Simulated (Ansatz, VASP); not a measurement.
**Two plane-wave programs on Sr3Os**

File INCAR:

```
SYSTEM = Sr3Os
  PREC = Accurate
  ENCUT = 520
  EDIFF = 1E-6
  ISMEAR = 0
  SIGMA = 0.1
  LREAL = .False.
  LASPH = .True.
  NELM = 80
  ALGO = Normal
  ISIF = 2
  LWAVE = .False.
  LCHARG = .True.
  GGA = PE
  LELF = .True.
  LVHAR = .True.
  NBANDS = 27
```

File KPOINTS:

```
regular mesh
0
Gamma
  4 4 4
  0 0 0
```

Contents of POSCAR:

```
Sr3Os
1.0
    4.7517003175      0.0000000000      0.0000000000
    0.0000000000      4.7517003175      0.0000000000
    0.0000000000      0.0000000000      4.7028594703
Sr Os
3 1
Direct
    0.0000000000      0.5000000000      0.5000000000
    0.5000000000      0.0000000000      0.5000000000
    0.5000000000      0.5000000000      0.0000000000
    0.0000000000      0.0000000000      0.0000000000
```

Input for Ansatz:

```yaml
crystal:
  lattice:
    - [4.7517003175, 0.0, 0.0]
    - [0.0, 4.7517003175, 0.0]
    - [0.0, 0.0, 4.7028594703]
  atoms:
    - { symbol: Sr, position: [0.0, 0.5, 0.5] }
    - { symbol: Sr, position: [0.5, 0.0, 0.5] }
    - { symbol: Sr, position: [0.5, 0.5, 0.0] }
    - { symbol: Os, position: [0.0, 0.0, 0.0] }
basis:
  ecutwfc: 420
kpoints:
  mp_grid: { grid: [4, 4, 4] }
hamiltonian:
  xc: pbe
scf:
  occupations: { method: gaussian, width: 0.1 }
  lower_state_search: "off"
output:
  forces: true
  stress: true
  eigenvalues: true
```

Alike in both runs: task single point; functional PBE; k mesh 4 × 4 × 4; occupations gaussian, width 0.1 eV; no spin polarisation.

|  | VASP | Ansatz |
| --- | --- | --- |
| version | VASP 6.6.1 | Ansatz 0.2.0 |
| potentials or method | VASP PAW PBE potentials, release 64 (Sr_sv, Os), cutoff 520 eV | scalar-relativistic, plane waves, PAW |
| valence electrons in the cell | 38 | 46 |

|  | VASP | Ansatz | Ansatz less VASP |
| --- | --- | --- | --- |
| gap on the k mesh at the Fermi level (eV) | none | none | - |
| pressure (GPa) | 7.0 | 6.8 | -0.20 |
| traceless stress, the component that is largest in VASP (GPa) | 0.25 | 0.25 | 0.000 |

A gap of «none» marks a metal or a gap that the smearing closes. The functional is the same, so the differences come from potentials, cutoffs and numerics. VASP's potentials hold 38 valence electrons a cell and Ansatz's 46, so a difference there can come from the potentials and not from the codes.

Neither program's run includes spin-orbit coupling.
